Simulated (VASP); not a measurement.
# TaSBr (P4/mmm) in VASP: further runs

Runs on TaSBr. Level: PBE. Tasks: relaxation of cell and atoms, single point.

All numbers are computed with VASP 6.6.1; they aren't measurements. Logs are shortened: lines on timing, memory, paths and dates and some standing lists are left out, and cuts for length are marked.

## 1. The cell of the first run

The structure is tetragonal, space group P4/mmm (No. 123). Conventional cell: a = 3.401 Å, b = 3.401 Å, c = 6.879 Å, α = 90.00°, β = 90.00°, γ = 90.00°. Ta (site symmetry 4/mmm) has 4 S at 2.40 Å within 3.2 Å. Within 3.2 Å of S (site symmetry 4/mmm) lie 4 Ta at 2.40 Å. Br (site symmetry 4/mmm) has 4 Br at 3.40 Å and 2 S at 3.44 Å and 8 Ta at 4.20 Å within 4.5 Å.

The cell was built from a structure type or drawn by symmetry, and may not be a known phase.

## 2. Relaxation of cell and atoms, PBE, collinear spin

File INCAR:

```
SYSTEM = TaSBr
PREC     = Accurate       ! precision mode
ENCUT    = 500            ! plane-wave cutoff, eV
EDIFF    = 1E-7           ! SCF threshold, eV
ISMEAR   = 0              ! smearing method
SIGMA    = 0.1            ! smearing width, eV
LREAL    = .False.        ! projectors in reciprocal space
LASPH    = .True.         ! aspherical terms in the spheres
NELM     = 200            ! most SCF steps
ALGO     = Normal         ! electronic algorithm
ISIF     = 3              ! what is computed and relaxed
LWAVE    = .False.        ! write WAVECAR
LCHARG   = .False.        ! write CHGCAR
ISPIN    = 2              ! spin polarisation
MAGMOM   = 0.7 0 0.15     ! initial moments
LORBIT   = 11             ! projections on sites
LMAXMIX  = 4              ! l up to which the mixer works
GGA      = PE             ! functional
IBRION   = 2              ! ionic algorithm
NSW      = 100            ! ionic steps
EDIFFG   = -0.01          ! ionic threshold
GGA_COMPAT= .False.      
NELMIN   = 4            
KPAR     = 4
```

File KPOINTS:

```
regular mesh
0
Gamma
  14 14 8
  0 0 0
```

File POSCAR:

```
TaSBr
1.0
    3.4006278207      0.0000000000      0.0000000000
    0.0000000000      3.4006278207      0.0000000000
    0.0000000000      0.0000000000      6.8792435780
Ta S Br
1 1 1
Direct
    0.0000000000      0.0000000000      0.5000000000
    0.5000000000      0.5000000000      0.5000000000
    0.5000000000      0.5000000000      0.0000000000
```

Potentials or basis: VASP PAW PBE potentials, release 64 (Ta_pv, S, Br).

Launch:

```sh
cat potpaw_PBE.64/Ta_pv/POTCAR potpaw_PBE.64/S/POTCAR potpaw_PBE.64/Br/POTCAR > POTCAR
mpirun -np 4 vasp_std > vasp.out
```

OUTCAR:

```text
SYSTEM = TaSBr
   PREC = Accurate
   ENCUT = 500
   EDIFF = 1E-7
   ISMEAR = 0
   LREAL = .False.
   LASPH = .True.
   NELM = 200
   ISIF = 3
   ISPIN = 2
   LORBIT = 11
   GGA = PE
   IBRION = 2
   NSW = 100
   EDIFFG = -0.01
   NELMIN = 4

 ion  position               nearest neighbor table
   1  0.000  0.000  0.500-   2 2.40   2 2.40   2 2.40   2 2.40
   2  0.500  0.500  0.500-   1 2.40   1 2.40   1 2.40   1 2.40
   3  0.500  0.500  0.000-

  LATTYP: Found a simple tetragonal cell.
 ALAT       =     3.4006278207
 C/A-ratio  =     2.0229333937

  Lattice vectors:

 A1 = (   3.4006278207,   0.0000000000,   0.0000000000)
 A2 = (   0.0000000000,   3.4006278207,   0.0000000000)
 A3 = (   0.0000000000,   0.0000000000,   6.8792435780)

Analysis of symmetry for initial positions (statically):
=====================================================================
 Subroutine PRICEL returns:
 Original cell was already a primitive cell.

 Routine SETGRP: Setting up the symmetry group for a
 simple tetragonal supercell.

 Subroutine GETGRP returns: Found 16 space group operations
 (whereof 16 operations were pure point group operations)
 out of a pool of 16 trial point group operations.

The static configuration has the point symmetry D_4h.

Analysis of symmetry for dynamics (positions and initial velocities):
=====================================================================
 Subroutine PRICEL returns:
 Original cell was already a primitive cell.

 Routine SETGRP: Setting up the symmetry group for a
 simple tetragonal supercell.

 Subroutine GETGRP returns: Found 16 space group operations
 (whereof 16 operations were pure point group operations)
 out of a pool of 16 trial point group operations.

The dynamic configuration has the point symmetry D_4h.

Analysis of structural, dynamic, and magnetic symmetry:
=====================================================================
 Subroutine PRICEL returns:
 Original cell was already a primitive cell.

 Routine SETGRP: Setting up the symmetry group for a
 simple tetragonal supercell.

 Subroutine GETGRP returns: Found 16 space group operations
 (whereof 16 operations were pure point group operations)
 out of a pool of 16 trial point group operations.

The overall configuration has the point symmetry D_4h.

 Subroutine INISYM returns: Found 16 space group operations
 (whereof 16 operations are pure point group operations),
 and found     1 'primitive' translations

----------------------------------------------------------------------------------------

                                     Primitive cell

  volume of cell :      79.5534

  direct lattice vectors                    reciprocal lattice vectors
     3.400627821  0.000000000  0.000000000     0.294063347  0.000000000  0.000000000
     0.000000000  3.400627821  0.000000000     0.000000000  0.294063347  0.000000000
     0.000000000  0.000000000  6.879243578     0.000000000  0.000000000  0.145364819

  length of vectors
     3.400627821  3.400627821  6.879243578     0.294063347  0.294063347  0.145364819

  position of ions in fractional coordinates (direct lattice)
     0.000000000  0.000000000  0.500000000
     0.500000000  0.500000000  0.500000000
     0.500000000  0.500000000  0.000000000

  ion indices of the primitive-cell ions
   primitive index   ion index
                 1           1
                 2           2
                 3           3

----------------------------------------------------------------------------------------

 KPOINTS: regular mesh

Automatic generation of k-mesh.
 Grid dimensions read from file:
 generate k-points for:   14   14    8

 Generating k-lattice:

  Cartesian coordinates                     Fractional coordinates (reciprocal lattice)
     0.021004525  0.000000000  0.000000000     0.071428571  0.000000000  0.000000000
     0.000000000  0.021004525  0.000000000     0.000000000  0.071428571  0.000000000
     0.000000000  0.000000000  0.018170602     0.000000000  0.000000000  0.125000000

  Length of vectors
     0.021004525  0.021004525  0.018170602

  Shift w.r.t. Gamma in fractional coordinates (k-lattice)
     0.000000000  0.000000000  0.000000000

 Subroutine IBZKPT returns following result:
 ===========================================

 Found    180 irreducible k-points:

 Following reciprocal coordinates:
            Coordinates               Weight
  0.000000  0.000000  0.000000      1.000000
  0.071429  0.000000  0.000000      4.000000
  0.142857  0.000000  0.000000      4.000000
  0.214286  0.000000  0.000000      4.000000
  0.285714  0.000000  0.000000      4.000000
  0.357143  0.000000  0.000000      4.000000
[... 16 lines left out ...]
  0.285714  0.214286  0.000000      8.000000
  0.357143  0.214286  0.000000      8.000000
 [... further k-points ...]
   k-points           NKPTS =    180   k-points in BZ     NKDIM =    180   number of bands    NBANDS=     16
   number of dos      NEDOS =    301   number of ions     NIONS =      3
   total plane-waves  NPLWV =  39200
   dimension x,y,z NGX =    28 NGY =   28 NGZ =   50
   dimension x,y,z NGXF=    56 NGYF=   56 NGZF=  100
   ions per type =               1   1   1
   NGX,Y,Z   is equivalent  to a cutoff of  13.69, 13.69, 12.08 a.u.
   NGXF,Y,Z  is equivalent  to a cutoff of  27.38, 27.38, 24.17 a.u.
 SYSTEM =  TaSBr
   PREC   = accura    normal or accurate (medium, high low for compatibility)
   ISTART =      0    job   : 0-new  1-cont  2-samecut
   ICHARG =      2    charge: 1-file 2-atom 10-const
   ISPIN  =      2    spin polarized calculation?
   LNONCOLLINEAR =      F non collinear calculations
   LSORBIT =      F    spin-orbit coupling
   LASPH  =      T    aspherical Exc in radial PAW
   ENCUT  =  500.0 eV  36.75 Ry    6.06 a.u.   6.20  6.20 12.54*2*pi/ulx,y,z
   NELM   =    200;   NELMIN=  4; NELMDL= -5     # of ELM steps
   EDIFF  = 0.1E-06   stopping-criterion for ELM
   LREAL  =      F    real-space projection
   EDIFFG = -.1E-01   stopping-criterion for IOM
   NSW    =    100    number of steps for IOM
   IBRION =      2    ionic relax: 0-MD 1-quasi-New 2-CG
   NFREE  =      1    steps in history (QN), initial steepest desc. (CG)
   ISIF   =      3    stress and relaxation
   ISYM   =      2    0-nonsym 1-usesym 2-fastsym
   POTIM  = 0.5000    time-step for ionic-motion
   TEBEG  =    0.0;   TEEND  =   0.0 temperature during run
   PSTRESS=    0.0 pullay stress
   NELECT =      24.0000    total number of electrons
   NUPDOWN=      -1.0000    fix difference up-down
   EMIN   =  10.00;   EMAX   =-10.00  energy-range for DOS
   EFERMI =   0.00;   METHOD = LEGACY
   ISMEAR =     0;   SIGMA  =   0.10  broadening in eV -4-tet -1-fermi 0-gaus
   EFERMI_NEDOS =   21; number of points for ismear=-14 and -15
   IALGO  =     38    algorithm
   IMIX   =      4    mixing-type and parameters
     AMIX     =   0.40;   BMIX     =  1.00
     AMIX_MAG =   1.60;   BMIX_MAG =  1.00
  volume/ion in A,a.u.               =      26.52       178.95
  Fermi-wavevector in a.u.,A,eV,Ry     =   1.097975  2.074871 16.402478  1.205548
  Thomas-Fermi vector in A             =   2.234344
   LORBIT       =     11    0 simple, 1 ext, 2 COOP (PROOUT), +10 PAW based schemes
   GGA     = PE    functional components
   LHFCALC =     F    Hartree Fock is set to
   AEXX    =    0.0000 exact exchange contribution
   IVDW    =     0    specifies the selected vdW correction
   LEPSILON=     F    determine dielectric tensor
   LRPA    =     F    only Hartree local field effects (RPA)
 conjugate gradient relaxation of ions
 spin polarized calculation
 Gauss-broadening in eV      SIGMA  =   0.10
  energy-cutoff  :      500.00
  volume of cell :       79.55
 maximum number of plane-waves:      2048
 NGX is ok and might be reduce to    28
   NGX = 13   NGY = 13   NGZ = 25

--------------------------------------- Ionic step        1  -------------------------------------------

 number of electron      24.0000005 magnetization       1.1272962

 Free energy of the ion-electron system (eV)
  ---------------------------------------------------
  ext. energy  EPLUGINS =         0.00000000
  ---------------------------------------------------
  free energy    TOTEN  =       -16.47228007 eV

  energy without entropy =      -16.44338249  energy(sigma->0) =      -16.45783128

------------------------ aborting loop because EDIFF is reached ----------------------------------------

  FORCE on cell =-STRESS in cart. coord.  units (eV):
  Direction    XX          YY          ZZ          XY          YZ          ZX
  --------------------------------------------------------------------------------------
  -------------------------------------------------------------------------------------
  Total        0.1582675      0.1582675     -0.2198998      0.0000000      0.0000000      0.0000000
  in kB        3.1874507      3.1874507     -4.4287024      0.0000000      0.0000000      0.0000000
  external PRESSURE =       0.6487330 kB  Pullay stress =       0.0000000 kB
[... 92 lines left out ...]
  FREE ENERGIE OF THE ION-ELECTRON SYSTEM (eV)
  ---------------------------------------------------
  free  energy   TOTEN  =       -16.4730176153 eV

  energy  without entropy=      -16.4437134266  energy(sigma->0) =      -16.45836552

 E-fermi :   4.5110     XC(G=0): -10.0564

 val. band max:        4.5095205862   @ k =   0.3571   0.0000   0.0000
 cond. band min:       4.5118527433   @ k =   0.3571   0.0000   0.2500
 fundamental gap:      0.0023321571
 Fermi energy:         4.5109847372

 spin component 1

 k-point     1 :       0.0000    0.0000    0.0000
  band No.  band energies     occupation
      1     -31.3787      1.00000
      2     -31.2880      1.00000
      3     -31.2880      1.00000
      4     -11.6741      1.00000
      5      -9.8518      1.00000
      6      -1.9875      1.00000
[... 895 lines left out ...]
      5      -9.1901      1.00000
      6      -3.0202      1.00000
[... 8 lines left out ...]
     15       6.2166      0.00000
     16       7.3950      0.00000

 [... further k-points ...]

[... ionic steps 4 to 11 ...]

--------------------------------------- Ionic step       12  -------------------------------------------

 number of electron      24.0000004 magnetization       0.3238364

------------------------ aborting loop because EDIFF is reached ----------------------------------------
[... 69 lines left out ...]
--------------------------------------- Ionic step       14  -------------------------------------------

 number of electron      24.0000004 magnetization       0.3156616

 Free energy of the ion-electron system (eV)
  ---------------------------------------------------
  ext. energy  EPLUGINS =         0.00000000
  ---------------------------------------------------
  free energy    TOTEN  =       -16.49876568 eV

  energy without entropy =      -16.48189333  energy(sigma->0) =      -16.49032951

 E-fermi :   3.6511     XC(G=0):  -9.6767

 val. band max:        3.6465786976   @ k =   0.5000   0.5000   0.1250
 cond. band min:       3.6513795387   @ k =   0.3571   0.0000   0.2500
 fundamental gap:      0.0048008411
 Fermi energy:         3.6511367250

 spin component 1

 k-point     1 :       0.0000    0.0000    0.0000
  band No.  band energies     occupation
      1     -32.3024      1.00000
      2     -32.1835      1.00000
      3     -32.1835      1.00000
      4     -12.2059      1.00000
      5     -10.4573      1.00000
      6      -2.0975      1.00000
[... 937 lines left out ...]
  FREE ENERGIE OF THE ION-ELECTRON SYSTEM (eV)
  ---------------------------------------------------
  free  energy   TOTEN  =       -16.4987656840 eV

  energy  without entropy=      -16.4818933326  energy(sigma->0) =      -16.49032951

 reached required accuracy - stopping structural energy minimisation

 total charge

# of ion       s       p       d       tot
------------------------------------------
    1        0.235   6.107   2.390   8.732
    2        1.324   2.436   0.000   3.760
    3        1.633   3.142   0.012   4.787
--------------------------------------------------
tot          3.192  11.685   2.402  17.279

 magnetization (x)

# of ion       s       p       d       tot
------------------------------------------
    1        0.017   0.002   0.259   0.278
    2       -0.001  -0.015   0.000  -0.016
    3       -0.002  -0.071   0.001  -0.072
--------------------------------------------------
tot          0.014  -0.084   0.260   0.190
```

Wall time 12 min (4 MPI ranks of Intel Xeon 6975P-C (Granite Rapids), shared host); peak memory 0.53 GiB.

What came out:

- Free energy: -16.4988 eV
- Relaxed volume: 24.10 Å³/atom
- Relaxed cell: a = 3.410 Å, b = 3.410 Å, c = 6.218 Å, α = 90.00°, β = 90.00°, γ = 90.00°
- Space group after relaxing (to 0.1 Å): P4/mmm (No. 123)
- Energy gained by relaxing: 8.8 meV/atom
- Ionic steps: 14
- Pressure after relaxing: 0.0 GPa
- Net moment: 0.32 μB per cell
- Site moments: Ta +0.28; S -0.02; Br -0.07 μB
- Valence electrons inside the program's atomic spheres: Ta 8.73; S 3.76; Br 4.79

The path:
```csv
step,energy change (eV),largest force (eV/Å),pressure (GPa),volume (Å³)
1,0.0000,0.0000,0.06,79.55
2,-0.0007,0.0000,-0.38,79.68
3,-0.0007,0.0000,-0.36,79.67
4,-0.0015,0.0000,-0.37,79.40
5,-0.0041,0.0000,-0.42,78.59
6,-0.0113,0.0000,-0.52,76.98
7,-0.0244,0.0000,-0.37,73.74
8,0.0554,0.0000,2.22,67.25
9,-0.0255,0.0000,-0.32,73.29
10,-0.0262,0.0000,-0.08,72.07
11,-0.0264,0.0000,-0.18,72.52
12,-0.0264,0.0000,-0.15,72.38
13,-0.0241,0.0000,0.89,71.81
14,-0.0265,0.0000,0.02,72.29
```

Final structure:
```
Ta S Br
1.0
     3.40964    0.00000    0.00000
     0.00000    3.40964    0.00000
     0.00000    0.00000    6.21779
Ta S Br
1 1 1
Direct
  0.00000 0.00000 0.50000
  0.50000 0.50000 0.50000
  0.50000 0.50000 0.00000
```

Caveat: spin-orbit coupling is left out, which moves the levels of the heavy elements; this functional lacks dispersion, which binds the layers, so the pressure and a relaxed spacing across them are unreliable.

## 3. Single point, PBE, collinear spin

File INCAR:

```
SYSTEM = TaSBr
ALGO     = Normal         ! electronic algorithm
EDIFF    = 1E-6           ! SCF threshold, eV
ENCUT    = 500            ! plane-wave cutoff, eV
GGA      = PE             ! functional
GGA_COMPAT= .False.      
ISIF     = 2              ! what is computed and relaxed
ISMEAR   = 0              ! smearing method
ISPIN    = 2              ! spin polarisation
LASPH    = .True.         ! aspherical terms in the spheres
LCHARG   = .True.         ! write CHGCAR
LELF     = .True.         ! ELF
LMAXMIX  = 4              ! l up to which the mixer works
LORBIT   = 11             ! projections on sites
LREAL    = .False.        ! projectors in reciprocal space
LVHAR    = .True.       
LWAVE    = .False.        ! write WAVECAR
MAGMOM   = 1 0 0          ! initial moments
NBANDS   = 23             ! bands
NELM     = 200            ! most SCF steps
PREC     = Accurate       ! precision mode
SIGMA    = 0.1            ! smearing width, eV
```

File KPOINTS:

```
k-points
0
Gamma
  6 6 2
  0 0 0
```

POSCAR is that of step 2.

Potentials or basis: VASP PAW PBE potentials, release 64 (Ta_pv, S, Br).

Launch:

```sh
cat potpaw_PBE.64/Ta_pv/POTCAR potpaw_PBE.64/S/POTCAR potpaw_PBE.64/Br/POTCAR > POTCAR
mpirun -np 1 vasp_std > vasp.out
```

Wall time 1.7 min (1 thread of Intel Xeon Platinum 8259CL at 2.50GHz (Skylake/Cascade Lake), shared host); peak memory 0.25 GiB.

Results (log left out):

* Free energy: -16.4784 eV
* Pressure: 0.1 GPa
* Net moment: 1.45 μB per cell
* Site moments: Ta +0.88; S -0.03; Br +0.10 μB
* Valence electrons inside the program's atomic spheres: Ta 8.77; S 3.79; Br 4.74

Stress tensor (GPa, compression positive):
```
0.09 0.00 0.00
0.00 0.09 0.00
0.00 0.00 0.27
```

Levels at points of the mesh, in eV from the Fermi level:
Spin up:
```tsv
k point	band 9	band 10	band 11	band 12	band 13	band 14	band 15	band 16	band 17	band 18
(0.00, 0.00, 0.00)	-3.29	-1.26	-1.10	-0.90	-0.09	-0.09	0.31	0.31	3.03	6.33
(0.50, 0.00, 0.00)	-3.30	-1.06	-0.05	0.27	0.84	1.51	2.26	2.47	4.49	6.92
(0.50, 0.50, 0.00)	-2.46	-2.46	-1.68	-1.68	-0.39	0.02	1.31	2.36	3.30	6.69
(0.00, 0.00, 0.50)	-3.29	-3.02	-0.90	-0.24	-0.24	0.19	0.47	0.47	3.08	4.68
(0.50, 0.00, 0.50)	-3.26	-1.72	-0.49	0.26	0.84	1.50	2.43	3.19	4.73	7.75
(0.50, 0.50, 0.50)	-2.72	-2.72	-1.34	-1.34	-1.14	0.09	1.34	2.36	3.39	5.11
```
Spin down:
```
           k point  band 8  band 9  band 10  band 11  band 12  band 13  band 14  band 15
(0.00, 0.00, 0.00)   -3.25   -3.25    -1.23    -0.54     0.04     0.04     0.35     1.18
(0.50, 0.00, 0.00)   -5.13   -3.13    -0.99     0.41     1.53     1.78     2.03     2.94
(0.50, 0.50, 0.00)   -3.52   -2.36    -2.36    -0.91    -0.91    -0.35     1.48     2.01
(0.00, 0.00, 0.50)   -3.25   -3.25    -2.69    -0.54    -0.03    -0.03     1.27     1.27
(0.50, 0.00, 0.50)   -4.80   -3.13    -1.68     0.40     1.12     1.78     1.99     3.07
(0.50, 0.50, 0.50)   -3.09   -2.53    -2.53    -1.10    -0.65    -0.65     1.49     2.15
```

Caveat: the k points lie up to 0.46 Å⁻¹ apart; spin-orbit coupling is left out, which moves the levels of the heavy elements; this functional lacks dispersion, which binds the layers, so the pressure and a relaxed spacing across them are unreliable.

[end of part 1 of 2]
